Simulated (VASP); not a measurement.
C: single point with LDA

The system is C.

```
C
1.0
     1.22805   -2.12706    0.00000
     1.22805    2.12706    0.00000
     0.00000    0.00000    7.17327
C
4
Direct
  0.08338 0.91662 0.75314
  0.58338 0.41662 0.24686
  0.91662 0.08338 0.24686
  0.41662 0.58338 0.75314
```

| Property | Result |
| --- | --- |
| Program | VASP 6.6.1 |
| Task | single point |
| Functional | LDA |
| Potentials or basis | VASP PAW LDA potentials, release 64 (C) |
| Cutoff | 520 eV |
| k mesh | 18 × 18 × 6 |
| Occupations | fermi-dirac, width 0.1 eV |
| Spin | no spin polarisation |
| Dipole correction | no |
| Further INCAR settings | ALGO = Normal; EDIFF = 1e-07; NBANDS = 16 |

| Quantity | Value |
| --- | --- |
| Pressure | -3.2 GPa |
| Largest force | 0.025 eV/Å |

Forces on the atoms (eV/Å):
```
C    0.000  0.024 -0.003
C    0.000  0.024  0.003
C    0.000 -0.024  0.003
C    0.000 -0.024 -0.003
```

Stress tensor (GPa, compression positive):
```
-4.09  0.00  0.00
 0.00 -4.24  0.00
 0.00  0.00 -1.23
```

It took 4.7 min on 1 thread of Intel Xeon 8259CL, with other jobs on the host, peak memory 0.25 GiB.

Caveat: the cell stands under tension.
